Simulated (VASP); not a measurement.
A run of VASP 6.6.1 is set up as follows.

INCAR

```
ALGO = Normal ; EDIFF = 1E-6
ENCUT = 520 ; GGA = PS
ISIF = 2 ; ISMEAR = 0
LASPH = T ; LCHARG = T
LELF = T ; LREAL = F
LVHAR = T ; LWAVE = F
NBANDS = 10 ; NELM = 60
PREC = Accurate ; SIGMA = 0.15
```

Contents of KPOINTS:

```
k-points
0
Gamma
  20 20 20
```

POSCAR

```
Re
1.0
    0.0000000000      1.9256250000      1.9750000000
    1.9256250000      0.0000000000      1.9750000000
    1.9256250000      1.9256250000      0.0000000000
Re
1
Direct
    0.0000000000      0.0000000000      0.0000000000
```

Potentials or basis: VASP PAW PBE potentials, release 64 (Re).

Run with:

```bash
$ cat potpaw_PBE.64/Re/POTCAR > POTCAR
$ mpirun -np 1 vasp_std > vasp.out
```

**Question.** Predict the band gap on the k mesh.

**Answer.** Zero (an odd number of electrons rules out a gap without spin polarisation).

**Question.** Predict the pressure.

**Answer.** -1.1 GPa.

Stress tensor (GPa, compression positive):
```
 1.52  0.00  0.00
 0.00  1.52  0.00
 0.00  0.00 -6.46
```

Caveat: the cell differs from its parent crystal (strain -0.025 along x and y, +0.000 along z); the PAW data sets were made with another functional, which shifts forces and pressure a little; spin-orbit coupling is left out, which moves the levels of the heavy elements.
